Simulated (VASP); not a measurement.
Here is a VASP 6.6.1 calculation.

INCAR

```
SYSTEM = MnO
  ALGO = Normal
  EDIFF = 1E-6
  ENCUT = 520
  GGA = PE
  ISIF = 2
  ISMEAR = -1
  ISPIN = 2
  LASPH = .TRUE.
  LCHARG = .TRUE.
  LDAU = .TRUE.
  LDAUJ = 0 0
  LDAUL = 2 -1
  LDAUPRINT = 1
  LDAUTYPE = 2
  LDAUU = 3 0
  LELF = .TRUE.
  LMAXMIX = 4
  LORBIT = 11
  LREAL = .FALSE.
  LVHAR = .TRUE.
  LWAVE = .FALSE.
  MAGMOM = 4 -2 0 0
  NBANDS = 31
  NELM = 150
  PREC = Accurate
  SIGMA = 0.05
```

File KPOINTS:

```
k-points
0
G
  8 8 4
  0 0 0
```

POSCAR

```
MnO
1.0
    2.9694859100      0.0000000000      0.0000000000
   -1.4847429600      2.5716502300      0.0000000000
    0.0000000000      0.0000000000      5.7961422600
Mn O
2 2
Direct
    0.0000000000      0.0000000000      0.0000000000
    0.0000000000      0.0000000000      0.5000000000
    0.6666666667      0.3333333333      0.2500000000
    0.6666666667      0.3333333333      0.7500000000
```

Potentials or basis: VASP PAW PBE potentials, release 64 (Mn_pv, O).

Launch:

```bash
$ cat potpaw_PBE.64/Mn_pv/POTCAR potpaw_PBE.64/O/POTCAR > POTCAR
$ mpirun -np 1 vasp_std > vasp.out
```

Problem. Predict the net moment.

Solution. 0.00 μB per cell.

Problem. Predict the site moments.

Solution. Mn +4.48, -4.47; O +0.00 μB.

Eigenvalues of the final occupation matrices:
```
    site  spin  trace               eigenvalues
site 1 d     1   4.71  0.92 0.93 0.93 0.96 0.96
site 1 d     2   0.26  0.03 0.04 0.04 0.08 0.08
site 2 d     1   0.26  0.03 0.04 0.04 0.08 0.08
site 2 d     2   4.71  0.92 0.93 0.93 0.96 0.96
```

The state reached can hang on the start; a lower one may exist.
